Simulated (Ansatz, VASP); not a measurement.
**One calculation of LiF, two programs**

INCAR

```
PREC = Accurate ; ENCUT = 520
EDIFF = 1E-6 ; ISMEAR = 0
SIGMA = 0.05 ; LREAL = False
LASPH = True ; NELM = 80
ALGO = Normal ; ISIF = 2
LWAVE = False ; LCHARG = False
GGA = CA ; NBANDS = 12
```

Contents of KPOINTS:

```
regular mesh
0
Gamma
  12 12 12
```

The input POSCAR:

```
LiF
1.0
    0.0000000000      2.1261137246      1.8071966659
    2.1261137246      0.0000000000      1.8071966659
    2.1261137246      2.1261137246      0.0000000000
Li F
1 1
Direct
    0.0000000000      0.0000000000      0.0000000000
    0.5000000000      0.5000000000      0.5000000000
```

Input for Ansatz:

```yaml
crystal:
  lattice:
    - [0.0, 2.1261137246, 1.8071966659]
    - [2.1261137246, 0.0, 1.8071966659]
    - [2.1261137246, 2.1261137246, 0.0]
  atoms:
    - { symbol: Li, position: [0.0, 0.0, 0.0] }
    - { symbol: F, position: [0.5, 0.5, 0.5] }
basis:
  ecutwfc: 420
kpoints:
  mp_grid: { grid: [12, 12, 12] }
hamiltonian:
  xc: lda
scf:
  occupations: { method: gaussian, width: 0.05 }
output:
  forces: true
  stress: true
  eigenvalues: true
```

Alike in both runs: task single point; functional LDA; k mesh 12 × 12 × 12; occupations gaussian, width 0.05 eV; no spin polarisation.

|  | VASP | Ansatz |
| --- | --- | --- |
| version | VASP 6.6.1 | Ansatz 0.2.0 |
| potentials or method | VASP PAW LDA potentials, release 64 (Li_sv, F), cutoff 520 eV | scalar-relativistic, plane waves, PAW |
| valence electrons in the cell | 10 | 10 |

Ansatz gave:

| Property | Result |
| --- | --- |
| gap on the k mesh at the Fermi level (eV) | 8.60 |
| least direct gap on the mesh (eV) | 8.60 |

Problem. What did VASP give for the same quantities?

Solution. gap on the k mesh at the Fermi level (eV): 8.58; least direct gap on the mesh (eV): 8.58.

LDA's correlation is that of Perdew and Zunger in VASP and of Perdew and Wang (1992) in Ansatz.

Noted on VASP's run: the cutoff is short for stress, so the pressure is rough.
